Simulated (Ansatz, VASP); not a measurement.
# One calculation of Nb, two programs

The input INCAR:

```
SYSTEM = Nb
  PREC = Accurate
  ENCUT = 520
  EDIFF = 1E-6
  ISMEAR = 1
  SIGMA = 0.1
  LREAL = .FALSE.
  LASPH = .TRUE.
  NELM = 60
  ALGO = Normal
  ISIF = 2
  LWAVE = .FALSE.
  LCHARG = .FALSE.
  GGA = PS
  NBANDS = 12
```

Contents of KPOINTS:

```
regular mesh
0
G
  34 34 34
  0 0 0
```

Contents of POSCAR:

```
Nb
1.0
   -1.6353117940      1.6353117940      1.6353117940
    1.6353117940     -1.6353117940      1.6353117940
    1.6353117940      1.6353117940     -1.6353117940
Nb
1
Direct
    0.0000000000      0.0000000000      0.0000000000
```

Input for Ansatz:

```yaml
crystal:
  lattice:
    - [-1.635311794, 1.635311794, 1.635311794]
    - [1.635311794, -1.635311794, 1.635311794]
    - [1.635311794, 1.635311794, -1.635311794]
  atoms:
    - { symbol: Nb, position: [0.0, 0.0, 0.0] }
kpoints:
  mp_grid: { grid: [34, 34, 34] }
scf:
  occupations: { method: cold, width: 0.1 }
hamiltonian:
  xc: pbesol
  pseudopotentials: { kind: paw }
output:
  forces: true
  stress: true
  populations: false
basis:
  ecutwfc: 600
```

Alike in both runs: task single point; functional PBEsol; k mesh 34 × 34 × 34; no spin polarisation.

|  | VASP | Ansatz |
| --- | --- | --- |
| version | VASP 6.6.1 | Ansatz 0.2.0 |
| potentials or method | VASP PAW PBE potentials, release 64 (Nb_sv), cutoff 520 eV | plane-wave PAW, scalar-relativistic |
| occupations | methfessel-paxton of order 1, width 0.1 eV | cold, width 0.1 eV |
| valence electrons in the cell | 13 | 13 |

|  | VASP | Ansatz | Ansatz less VASP |
| --- | --- | --- | --- |
| pressure (GPa) | -0.2 | 0.1 | +0.31 |

VASP's potentials were made for PBE, not for PBEsol.
